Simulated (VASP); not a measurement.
MnSb: single point with PBE

The system is MnSb.

```
CELL_PARAMETERS angstrom
0.00000 2.90262 2.90262
2.90262 0.00000 2.90262
2.90262 2.90262 0.00000
ATOMIC_POSITIONS crystal
Mn 0.00000 0.00000 0.00000
Sb 0.50000 0.50000 0.50000
```

This cell differs from its parent crystal: volume scaled by 1.12.

```yaml
Program: VASP 6.6.1
Task: single point
Functional: PBE
Potentials_or_basis: VASP PAW PBE potentials, release 64 (Mn_pv, Sb)
Cutoff: 520 eV
k_mesh: 12 × 12 × 12
Occupations: fermi-dirac, width 0.08 eV
Spin: collinear spin, ferromagnetic start
Starting_moments: "[4.0, 0.0] μB"
Dipole_correction: no
Further_INCAR_settings: ALGO = Normal; EDIFF = 1e-06; NBANDS = 20
```

```json
{
 "Pressure": "-5.8 GPa",
 "Band gap on the k mesh": "zero (filled and empty bands overlap)",
 "Net moment": "3.97 μB per cell",
 "Site moments": "Mn +3.93; Sb -0.13 μB",
 "Valence electrons inside the program's atomic spheres": "Mn 11.36; Sb 2.42"
}
```

Levels at points of the mesh, in eV from the Fermi level:
Spin up:
```
           k point  band 8  band 9  band 10  band 11  band 12  band 13  band 14  band 15
(0.00, 0.00, 0.00)   -2.81   -2.81     1.14     1.14     1.14     3.71     7.81     7.81
(0.50, 0.00, 0.00)   -2.74   -2.74    -2.44     2.27     2.27     3.71     4.61     4.61
(0.50, 0.50, 0.00)   -2.67   -2.67    -1.96    -1.30    -1.30     0.49     4.69    11.41
```
Spin down:
```tsv
k point	band 3	band 4	band 5	band 6	band 7	band 8	band 9	band 10	band 11	band 12
(0.00, 0.00, 0.00)	-46.27	-10.75	0.32	0.32	0.51	0.51	0.51	1.07	1.07	1.07
(0.50, 0.00, 0.00)	-46.27	-9.05	-4.92	-1.54	-1.54	1.06	1.06	1.22	3.66	3.66
(0.50, 0.50, 0.00)	-46.27	-8.73	-4.01	-1.24	-1.24	-0.30	0.58	0.96	1.29	1.29
```

Run time: 3 min on 1 thread of Oxide Virtual Turin-like Processor (shared host), peak memory 0.24 GiB.

Caveat: spin-orbit coupling is left out, which moves the levels of the heavy elements; a cell with one magnetic atom can't hold antiferromagnetic order, which such compounds often take.
